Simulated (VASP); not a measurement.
Input of a VASP 6.6.1 run:

POSCAR

```
SiC
1.0
    0.0000000000      2.1790000000      2.1790000000
    2.1790000000      0.0000000000      2.1790000000
    2.1790000000      2.1790000000      0.0000000000
Si C
1 1
Direct
    0.0000000000      0.0000000000      0.0000000000
    0.7500000000      0.7500000000      0.7500000000
```

File INCAR.step1:

```
SYSTEM = SiC
  PREC = Accurate
  ENCUT = 660
  ISMEAR = -1
  SIGMA = 0.05
  LREAL = .FALSE.
  LASPH = .TRUE.
  NELM = 120
  NBANDS = 11
  GGA = PE
  ALGO = Normal
  EDIFF = 1E-5
  LWAVE = .TRUE.
  LCHARG = .FALSE.
  GGA_COMPAT = .FALSE.
```

File INCAR.step2:

```
SYSTEM = SiC
  PREC = Accurate
  ENCUT = 660
  EDIFF = 1E-6
  ISMEAR = -1
  SIGMA = 0.05
  LREAL = .FALSE.
  LASPH = .TRUE.
  NELM = 120
  ALGO = Normal
  ISIF = 2
  LWAVE = .FALSE.
  LCHARG = .FALSE.
  METAGGA = R2SCAN
  LMIXTAU = .TRUE.
  NBANDS = 11
  ISTART = 1
  GGA_COMPAT = .FALSE.
```

The input KPOINTS:

```
Automatic mesh
0
G
  10 10 10
  0 0 0
```

Potentials or basis: VASP PAW PBE potentials, release 64 (Si, C).

Run with:

```bash
$ cat potpaw_PBE.64/Si/POTCAR potpaw_PBE.64/C/POTCAR > POTCAR
$ cp INCAR.step1 INCAR
$ mpirun -np 1 vasp_std > vasp.out
$ cp INCAR.step2 INCAR
$ mpirun -np 1 vasp_std > vasp.out
```

**Question.** What does it give for the band gap on the k mesh?

**Answer.** 1.73 eV, indirect (least direct gap 5.06 eV).

**Question.** What does it give for the pressure?

**Answer.** -0.7 GPa.

Caveat: the PAW data sets were made with another functional, which shifts forces and pressure a little.

**Measured values to compare with.**

From “Insight into the structural, elastic and electronic properties of a new orthorhombic 6O-SiC polytype”, 2020, pmc:7200658, for a bulk crystal of SiC: band gap 2.4 eV (indirect).

Measured gap of SiC: 2.4 eV (indirect; quoted in “Insight into the structural, elastic and electronic properties of a new orthorhombic 6O-SiC polytype”, 2020, pmc:7200658). This calculation gives 1.73 eV (-0.67 eV). The value is that of r2SCAN on a finite k mesh, which can miss the band edges, without temperature or zero-point motion.
